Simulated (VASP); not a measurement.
# Si (a cell with a defect) in VASP: single point with PBE+D3(BJ)

Aim: the single point of Si (a cell with a defect) with PBE+D3(BJ).

All numbers are computed with VASP 6.6.1; they aren't measurements. Logs are shortened: lines on timing, memory, paths and dates and some standing lists are left out, and cuts for length are marked.

### Step 1. The cell of the first run

The cell holds a defect, 63 atoms: a = 10.860 Å, b = 10.860 Å, c = 10.860 Å, α = 90.00°, β = 90.00°, γ = 90.00°.

### Step 2. Single point, PBE+D3(BJ), collinear spin

File INCAR:

```
ALGO = Normal
EDIFF = 1E-6
ENCUT = 520
GGA = PE
ISIF = 2
ISMEAR = 0
ISPIN = 2
IVDW = 12
LASPH = T
LCHARG = F
LORBIT = 11
LREAL = Auto
LWAVE = F
MAGMOM = 0 0 0 0 0 0 0 0 0 0 0.16 0 0 0 0 0 0 0 0 0 0 0 0 0 0 0 0 0 0.16 0 0 0 0 0 0 0 0 0 0 0 0 0 0 0 0 0 0 0 0 0 0 0 0 0 0 0 0 0 0.16 0.16 0 0 0
NBANDS = 167
NELECT = 253.0
NELM = 150
PREC = Accurate
SIGMA = 0.05
```

File KPOINTS:

```
k-points
0
Gamma
  1 1 1
```

File POSCAR:

```
Si
1.0
   10.8600000000      0.0000000000      0.0000000000
    0.0000000000     10.8600000000      0.0000000000
    0.0000000000      0.0000000000     10.8600000000
Si
63
Direct
    0.4999565378      0.0020659300      0.0017928177
    0.6258149171      0.1259136280      0.1266750460
    0.7515950276      0.2494124309      0.0012123389
    0.8778297422      0.3763558932      0.1238453959
    0.7489438306     -0.0006482505      0.2527052486
    0.8747394107      0.1250961326      0.3750598527
   -0.0005662983      0.0021849908      0.0007521179
    0.1259818600      0.1282405157      0.1238088398
    0.2520749540      0.2537981584     -0.0023052486
    0.3783246777      0.3830429098      0.1172080110
    0.5057162983      0.5143777164     -0.0144658379
    0.6270709945      0.6253883057      0.1266588398
    0.7520559853      0.7502969613      0.0020629834
    0.8758183241      0.8766775322      0.1265242173
    0.2489026703      0.0021434622      0.2504476059
    0.3748558932      0.1241466851      0.3760783610
    0.4998578269      0.2524449355      0.2477767035
    0.6261347145      0.3736581952      0.3739783610
    0.7517018416      0.4993081952      0.2505589319
    0.8727253223      0.6254782689      0.3770439227
    0.4966575506     -0.0060804788      0.5063235727
    0.6228898711      0.1220350829      0.6268523941
    0.7489761510      0.2474951197      0.5007944751
    0.8758897790      0.3737027624      0.6235036832
    0.7430747698     -0.0064349908      0.7531156538
    0.8734220994      0.1238764273      0.8748860958
    0.0033104052      0.5024640884     -0.0021926335
    0.1312294659      0.6286797422      0.1185307551
    0.2628475138      0.7550190608     -0.0129702578
    0.3749488950      0.8773640884      0.1266959484
    0.0002114180      0.2505731123      0.2495806630
    0.1259570902      0.3763703499      0.3719379374
    0.2520011971      0.5025015654      0.2464360037
    0.3750434622      0.6253501842      0.3746674954
    0.4999361878      0.7502512891      0.2499593923
    0.6228069982      0.8732904236      0.3782285451
   -0.0029145488     -0.0006601289      0.5008398711
    0.1231090239      0.1258733886      0.6239666667
    0.2485691529      0.2494385820      0.4981617864
    0.3750466851      0.3732231123      0.6225216390
    0.4999297422      0.4981527624      0.4978874770
    0.6106543278      0.6194522099      0.6392448435
    0.7420800184      0.7469739411      0.5076724678
    0.8715348987      0.8732603131      0.6269649171
    0.2480384899      0.0020661142      0.7498019337
    0.3750533149      0.1254604052      0.8747530387
    0.4999663904      0.2501440147      0.7498453959
    0.6272781768      0.3732460405      0.8747409761
    0.7520141805      0.4980674033      0.7498761510
    0.8751531308      0.6253359116      0.8747779006
    0.0010300184      0.7504681400      0.2487340700
    0.1232115101      0.8765356354      0.3740880295
   -0.0006534070      0.4994369245      0.4980147330
    0.1232159300      0.6253832413      0.6228044199
    0.2478492634      0.7503429098      0.4978398711
    0.3701238490      0.8622197974      0.6377261510
    0.0016959484      0.2521511050      0.7498401473
    0.1321244015      0.3826164825      0.8715066298
    0.2638532228      0.5138905157      0.7443583794
    0.4400637201      0.6850699816      0.8112893186
    0.6117767035      0.8618310313      0.8800049724
   -0.0001555249      0.7502495396      0.7498788214
    0.1232035912      0.8772882136      0.8748457643
```

Potentials or basis: VASP PAW PBE potentials, release 64 (Si).

Launch:

```
$ cat potpaw_PBE.64/Si/POTCAR > POTCAR
$ mpirun -np 1 vasp_gam > vasp.out
```

OUTCAR:

```text
EDIFF = 1E-6
   ENCUT = 520
   GGA = PE
   ISIF = 2
   ISMEAR = 0
   ISPIN = 2
   IVDW = 12
   LASPH = T
   LORBIT = 11
   LREAL = Auto
   NELECT = 253.0
   NELM = 150
   PREC = Accurate
 IVDW          = 12

 ion  position               nearest neighbor table
   1  0.500  0.002  0.002-   2 2.35  30 2.35  46 2.35  61 2.35
   2  0.626  0.126  0.127-  17 2.34   1 2.35   3 2.35   5 2.36
   3  0.752  0.249  0.001-  26 2.34  48 2.35   2 2.35   4 2.36
   4  0.878  0.376  0.124-  31 2.34  19 2.36   3 2.36  27 2.37
   5  0.749  0.999  0.253-   6 2.34   2 2.36  14 2.36  36 2.37
   6  0.875  0.125  0.375-  37 2.34   5 2.34  23 2.34  31 2.36
[... 51 lines left out ...]
  58  0.132  0.383  0.872-   9 2.35  27 2.35  57 2.40  59 2.45
  59  0.264  0.514  0.744-  54 2.35  40 2.35  58 2.45  60 2.77
  60  0.440  0.685  0.811-  42 2.73  11 2.74  59 2.77  61 2.78  56 2.80  29 2.81
  61  0.612  0.862  0.880-   1 2.35  13 2.35  25 2.45  60 2.78
  62  1.000  0.750  0.750-  44 2.35  50 2.35  54 2.35  63 2.35
  63  0.123  0.877  0.875-   7 2.35  45 2.35  62 2.35  29 2.36

  LATTYP: Found a simple cubic cell.
 ALAT       =    10.8600000000

  Lattice vectors:

 A1 = (  10.8600000000,   0.0000000000,   0.0000000000)
 A2 = (   0.0000000000,  10.8600000000,   0.0000000000)
 A3 = (   0.0000000000,   0.0000000000,  10.8600000000)

Analysis of symmetry for initial positions (statically):
=====================================================================
 Subroutine PRICEL returns:
 Original cell was already a primitive cell.

 Routine SETGRP: Setting up the symmetry group for a
 simple cubic supercell.

 Subroutine GETGRP returns: Found  1 space group operations
 (whereof  1 operations were pure point group operations)
 out of a pool of 48 trial point group operations.

The static configuration has the point symmetry C_1 .

Analysis of symmetry for dynamics (positions and initial velocities):
=====================================================================
 Subroutine PRICEL returns:
 Original cell was already a primitive cell.

 Routine SETGRP: Setting up the symmetry group for a
 simple cubic supercell.

 Subroutine GETGRP returns: Found  1 space group operations
 (whereof  1 operations were pure point group operations)
 out of a pool of 48 trial point group operations.

The dynamic configuration has the point symmetry C_1 .

Analysis of structural, dynamic, and magnetic symmetry:
=====================================================================
 Subroutine PRICEL returns:
 Original cell was already a primitive cell.

 Routine SETGRP: Setting up the symmetry group for a
 simple cubic supercell.

 Subroutine GETGRP returns: Found  1 space group operations
 (whereof  1 operations were pure point group operations)
 out of a pool of 48 trial point group operations.

The overall configuration has the point symmetry C_1 .

 Subroutine INISYM returns: Found  1 space group operations
 (whereof  1 operations are pure point group operations),
 and found     1 'primitive' translations

----------------------------------------------------------------------------------------

                                     Primitive cell

  volume of cell :    1280.8241

  direct lattice vectors                    reciprocal lattice vectors
    10.860000000  0.000000000  0.000000000     0.092081031  0.000000000  0.000000000
     0.000000000 10.860000000  0.000000000     0.000000000  0.092081031  0.000000000
     0.000000000  0.000000000 10.860000000     0.000000000  0.000000000  0.092081031

  length of vectors
    10.860000000 10.860000000 10.860000000     0.092081031  0.092081031  0.092081031

  position of ions in fractional coordinates (direct lattice)
     0.499956538  0.002065930  0.001792818
     0.625814917  0.125913628  0.126675046
     0.751595028  0.249412431  0.001212339
[... 168 lines left out ...]
   ISPIN  =      2    spin polarized calculation?
   LNONCOLLINEAR =      F non collinear calculations
   LSORBIT =      F    spin-orbit coupling
   LASPH  =      T    aspherical Exc in radial PAW
   ENCUT  =  520.0 eV  38.22 Ry    6.18 a.u.  20.19 20.19 20.19*2*pi/ulx,y,z
   NELM   =    150;   NELMIN=  2; NELMDL= -5     # of ELM steps
   EDIFF  = 0.1E-05   stopping-criterion for ELM
   LREAL  =      T    real-space projection
   EDIFFG = 0.1E-04   stopping-criterion for IOM
   NSW    =      0    number of steps for IOM
   IBRION =     -1    ionic relax: 0-MD 1-quasi-New 2-CG
   NFREE  =      0    steps in history (QN), initial steepest desc. (CG)
   ISIF   =      2    stress and relaxation
   ISYM   =      2    0-nonsym 1-usesym 2-fastsym
   POTIM  = 0.5000    time-step for ionic-motion
   TEBEG  =    0.0;   TEEND  =   0.0 temperature during run
   PSTRESS=    0.0 pullay stress
   NELECT =     253.0000    total number of electrons
   NUPDOWN=      -1.0000    fix difference up-down
   EMIN   =  10.00;   EMAX   =-10.00  energy-range for DOS
   EFERMI =   0.00;   METHOD = LEGACY
   ISMEAR =     0;   SIGMA  =   0.05  broadening in eV -4-tet -1-fermi 0-gaus
   EFERMI_NEDOS =   21; number of points for ismear=-14 and -15
   IALGO  =     38    algorithm
   IMIX   =      4    mixing-type and parameters
     AMIX     =   0.40;   BMIX     =  1.00
     AMIX_MAG =   1.60;   BMIX_MAG =  1.00
  volume/ion in A,a.u.               =      20.33       137.20
  Fermi-wavevector in a.u.,A,eV,Ry     =   0.953422  1.801706 12.367880  0.909014
  Thomas-Fermi vector in A             =   2.082076
   LORBIT       =     11    0 simple, 1 ext, 2 COOP (PROOUT), +10 PAW based schemes
   GGA     = PE    functional components
   LHFCALC =     F    Hartree Fock is set to
   AEXX    =    0.0000 exact exchange contribution
   IVDW    =    12    specifies the selected vdW correction
   LEPSILON=     F    determine dielectric tensor
   LRPA    =     F    only Hartree local field effects (RPA)
 spin polarized calculation
 Gauss-broadening in eV      SIGMA  =   0.05
  energy-cutoff  :      520.00
  volume of cell :     1280.82
 maximum number of plane-waves:     17229
 NGX is ok and might be reduce to    84
   NGX = 41   NGY = 41   NGZ = 41

 number of electron     252.9999995 magnetization       0.9485374

 Free energy of the ion-electron system (eV)
  ---------------------------------------------------
  ext. energy  EPLUGINS =         0.00000000
  ---------------------------------------------------
  free energy    TOTEN  =      -325.50356217 eV

  energy without entropy =     -325.47301254  energy(sigma->0) =     -325.48828736

 E-fermi :   6.2336     XC(G=0):  -9.3610

 val. band max:        6.2332476594   @ k =   0.0000   0.0000   0.0000
 cond. band min:       6.3765906877   @ k =   0.0000   0.0000   0.0000
 fundamental gap:      0.1433430283
 Fermi energy:         6.2335803811

 spin component 1

 k-point     1 :       0.0000    0.0000    0.0000
  band No.  band energies     occupation
      1      -6.1977      1.00000
      2      -5.1485      1.00000
      3      -5.1484      1.00000
      4      -5.1454      1.00000
      5      -5.1453      1.00000
      6      -5.0740      1.00000
[... 130 lines left out ...]
    137       6.8825      0.00000
    138       6.9095      0.00000
 Fermi energy:         6.2335803811

 spin component 2

 k-point     1 :       0.0000    0.0000    0.0000
  band No.  band energies     occupation
      1      -6.1860      1.00000
      2      -5.1372      1.00000
      3      -5.1372      1.00000
      4      -5.1317      1.00000
      5      -5.1315      1.00000
      6      -5.0675      1.00000
[... 130 lines left out ...]
    137       6.8933      0.00000
    138       6.9197      0.00000
 [bands above 138 left out]

------------------------ aborting loop because EDIFF is reached ----------------------------------------

 Edisp (eV)  -19.88806

 E6    (eV) :   -11.6455

 E8    (eV) :    -8.2425

  FORCE on cell =-STRESS in cart. coord.  units (eV):
  Direction    XX          YY          ZZ          XY          YZ          ZX
  --------------------------------------------------------------------------------------
  -------------------------------------------------------------------------------------
  Total       4.34231     4.34643     4.32238    -7.61364     7.59487     7.57499
  in kB       5.43178     5.43693     5.40685    -9.52388     9.50039     9.47552
  external pressure =        5.43 kB  Pullay stress =        0.00 kB

 VOLUME and BASIS-vectors are now :
 -----------------------------------------------------------------------------
  energy-cutoff  :      520.00
  volume of cell :     1280.82
      direct lattice vectors                 reciprocal lattice vectors
    10.860000000  0.000000000  0.000000000     0.092081031  0.000000000  0.000000000
     0.000000000 10.860000000  0.000000000     0.000000000  0.092081031  0.000000000
     0.000000000  0.000000000 10.860000000     0.000000000  0.000000000  0.092081031

 POSITION                                       TOTAL-FORCE (eV/Angst)
 -----------------------------------------------------------------------------------
      5.42953      0.02244      0.01947        -0.001145     -0.006603     -0.003486
      6.79635      1.36742      1.37569        -0.000623     -0.004120      0.000767
      8.16232      2.70862      0.01317        -0.007168     -0.003973      0.003187
      9.53323      4.08723      1.34496         0.000633      0.003591     -0.001772
      8.13353     10.85296      2.74438        -0.001679     -0.003173     -0.000946
      9.49967      1.35854      4.07315         0.003563     -0.001022     -0.000403
[... 55 lines left out ...]
     10.85831      8.14771      8.14368        -0.002057      0.003000     -0.002914
      1.33799      9.52735      9.50083         0.002424      0.000061     -0.000789
 -----------------------------------------------------------------------------------
    total drift:                               -0.011737      0.013502     -0.005569

  FREE ENERGIE OF THE ION-ELECTRON SYSTEM (eV)
  ---------------------------------------------------
  free  energy   TOTEN  =      -345.3916258846 eV

  energy  without entropy=     -345.3610762614  energy(sigma->0) =     -345.37635107

 total charge

# of ion       s       p       d       tot
------------------------------------------
    1        0.741   0.961   0.000   1.702
    2        0.741   0.961   0.000   1.702
    3        0.741   0.962   0.000   1.703
    4        0.740   0.959   0.000   1.699
    5        0.740   0.959   0.000   1.698
    6        0.740   0.961   0.000   1.701
[... 55 lines left out ...]
   62        0.738   0.962   0.000   1.700
   63        0.742   0.961   0.000   1.702
--------------------------------------------------
tot         46.888  59.390   0.000 106.278

 magnetization (x)

# of ion       s       p       d       tot
------------------------------------------
    1        0.001   0.004   0.000   0.005
    2        0.000   0.006   0.000   0.006
    3        0.000   0.006   0.000   0.006
    4        0.000   0.002   0.000   0.003
    5        0.000   0.002   0.000   0.002
    6       -0.000   0.001   0.000   0.001
[... 55 lines left out ...]
   62       -0.000  -0.000   0.000  -0.001
   63        0.001   0.005   0.000   0.005
--------------------------------------------------
tot          0.052   0.327   0.000   0.378
```

Run time: 20 min. Hardware: 1 thread of AMD EPYC 7R43 (Zen 3), shared host; peak memory 1.4 GiB.

What came out:

| Item | Value |
| --- | --- |
| Free energy | -345.3916 eV |
| Largest force | 0.056 eV/Å |
| Net moment | 0.95 μB per cell |
| Site moments | Si +0.01, +0.00, +0.03, +0.04, -0.00, -0.01 (each value once) μB |
| Valence electrons inside the program's atomic spheres | Si 1.70, 1.67, 1.64, 1.68, 1.45 (each value once) |
| Dispersion energy per atom | -0.316 eV |

Forces on the atoms (eV/Å):
```
Si  -0.001 -0.007 -0.003
Si  -0.001 -0.004  0.001
Si  -0.007 -0.004  0.003
Si   0.001  0.004 -0.002
Si  -0.002 -0.003 -0.001
Si   0.004 -0.001  0.000
Si   0.004  0.000 -0.004
Si   0.001 -0.005  0.000
Si  -0.002  0.000  0.000
Si  -0.007  0.007 -0.005
Si   0.008  0.013 -0.013
Si  -0.003  0.000  0.000
Si  -0.003 -0.002  0.004
Si   0.002  0.004 -0.002
Si   0.003 -0.001 -0.004
Si   0.001 -0.001  0.000
Si  -0.001  0.000 -0.003
Si   0.005  0.004 -0.001
Si  -0.006 -0.001 -0.001
Si   0.000  0.000  0.002
Si  -0.002  0.002 -0.002
Si  -0.001 -0.001  0.000
Si  -0.004 -0.004  0.004
Si   0.003  0.005 -0.007
Si  -0.002 -0.001  0.001
Si   0.002 -0.001  0.001
Si   0.004  0.004 -0.001
Si  -0.003  0.008  0.002
Si  -0.024 -0.008  0.023
Si   0.002  0.002 -0.002
Si   0.001  0.001 -0.001
Si   0.003  0.002  0.002
Si   0.000  0.003 -0.003
Si   0.001 -0.005  0.004
Si  -0.001  0.004 -0.002
Si   0.000  0.003 -0.001
Si   0.003 -0.002  0.001
Si  -0.001 -0.004  0.003
Si  -0.004 -0.002  0.005
Si   0.004  0.001 -0.002
Si   0.002  0.004  0.006
Si  -0.021 -0.005  0.021
Si  -0.010  0.000  0.009
Si   0.002  0.003 -0.001
Si   0.001 -0.005 -0.001
Si   0.001 -0.004  0.002
Si   0.000  0.003 -0.006
Si   0.001  0.000 -0.001
Si  -0.005  0.003 -0.002
Si  -0.001 -0.005  0.002
Si  -0.003 -0.004  0.003
Si   0.001  0.002  0.001
Si   0.003 -0.001  0.002
Si   0.002  0.001  0.003
Si  -0.004 -0.001  0.002
Si   0.005  0.021 -0.018
Si  -0.001 -0.001  0.001
Si   0.002  0.003  0.005
Si  -0.003 -0.001 -0.005
Si   0.041 -0.035 -0.015
Si   0.009  0.011 -0.001
Si  -0.002  0.003 -0.003
Si   0.002  0.000 -0.001
```

Caveat: the k points lie up to 0.58 Å⁻¹ apart; the cell carries a net charge on a neutralising background, which shifts energy and pressure; the cell is charged against a uniform background, so pressure and absolute levels hang on convention.
